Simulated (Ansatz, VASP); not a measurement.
## Two plane-wave programs on AlNi3

```
Al Ni
1.0
     3.63671    0.00000    0.00000
     0.00000    3.63671    0.00000
     0.00000    0.00000    3.63671
Al Ni
1 3
Direct
  0.00000 0.00000 0.00000
  0.00000 0.50000 0.50000
  0.50000 0.00000 0.50000
  0.50000 0.50000 0.00000
```

Alike in both runs: task single point; functional PBE; k mesh 14 × 14 × 14; occupations gaussian, width 0.1 eV; collinear spin.

|  | VASP | Ansatz |
| --- | --- | --- |
| version | VASP 6.6.1 | Ansatz 0.2.0 |
| potentials or method | VASP PAW PBE potentials, release 64 (Al, Ni), cutoff 520 eV | scalar-relativistic, plane waves, PAW |
| valence electrons in the cell | 33 | 57 |

```tsv
	VASP	Ansatz	Ansatz less VASP
gap on the k mesh at the Fermi level (eV)	none	none	-
pressure (GPa)	-9.2	-9.3	-0.08
net moment per atom (μB)	0.18	0.19	+0.007
size of the moment on the site where the two differ most (μB)	0.27	0.29	+0.020
```

Site moments also hang on the region over which each program counts them. A gap of «none» marks a metal or a gap that the smearing closes. VASP's potentials hold 33 valence electrons a cell and Ansatz's 57, so a difference there can come from the potentials and not from the codes.
